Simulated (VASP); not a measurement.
Runs of VASP 6.6.1 on W. The structure is cubic, space group Im-3m (No. 229). Conventional cell: a = 3.170 Å, b = 3.170 Å, c = 3.170 Å, α = 90.00°, β = 90.00°, γ = 90.00°. Within 3.6 Å of W (site symmetry m-3m) lie 14 W at 2.74 to 3.17 Å. 

```csv
k mesh,smearing,gap on the mesh (eV),pressure (GPa)
14 × 14 × 14,fermi-dirac 0.01 eV,none,1.4
4 × 4 × 4,fermi-dirac 0.1 eV,none,-0.5
9 × 9 × 9,fermi-dirac 0.1 eV,none,(a)
5 × 5 × 5,fermi-dirac 0.1 eV,none,0.4
2 × 2 × 2,fermi-dirac 0.1 eV,none,13.6
14 × 14 × 14,fermi-dirac 0.3 eV,none,1.3
14 × 14 × 14,fermi-dirac 0.1 eV,none,1.2
11 × 11 × 11,fermi-dirac 0.1 eV,none,1.3
7 × 7 × 7,fermi-dirac 0.1 eV,none,2.2
14 × 14 × 14,fermi-dirac 0.03 eV,none,1.4
14 × 14 × 14,fermi-dirac 0.2 eV,none,(b)
```

Alike in all rows: task single point; level r2SCAN; potentials or basis VASP PAW PBE potentials, release 64 (W_sv); no spin polarisation; cell as given; cutoff (eV) 520.

Q: Estimate the missing entries.

A: (a) 0.8; (b) 1.1.

Caveats: some runs use coarse meshes; the PAW data sets were made with another functional, which shifts forces and pressure a little; spin-orbit coupling is left out, which moves the levels of the heavy elements.

A k mesh can miss the band edges, and the runs leave out spin-orbit coupling on W.

A gap of «none» marks levels without a gap at the run's occupations.
